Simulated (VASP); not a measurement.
Input of a VASP 6.6.1 run:

The input INCAR:

```
SYSTEM = Si
PREC = Accurate
ENCUT = 520
EDIFF = 1E-6
ISMEAR = 0
SIGMA = 0.1
LREAL = .FALSE.
LASPH = .TRUE.
NELM = 60
ALGO = Normal
ISIF = 2
LWAVE = .FALSE.
LCHARG = .FALSE.
GGA = PE
NBANDS = 8
```

KPOINTS

```
regular mesh
0
G
  8 8 6
  0 0 0
```

Contents of POSCAR:

```
Si
1.0
    1.3306411698     -2.2506428131      0.0000000000
    1.3306411698      2.2506428131      0.0000000000
    0.0000000000      0.0000000000      2.4987454142
Si
1
Direct
    0.0000000000      0.0000000000      0.5000000000
```

Potentials or basis: VASP PAW PBE potentials, release 64 (Si).

Launch:

```bash
$ cat potpaw_PBE.64/Si/POTCAR > POTCAR
$ mpirun -np 1 vasp_std > vasp.out
```

What does it give for the band gap on the k mesh?

Zero (bands 2 and 3 overlap by 10.04 eV).

Estimate the pressure.

0.7 GPa.

Stress tensor (GPa, compression positive):
```
 5.08  0.00  0.00
 0.00  2.18  0.00
 0.00  0.00 -5.08
```

Caveat: the k points lie up to 0.42 Å⁻¹ apart, too coarse for converged energies and pressures of a metal.
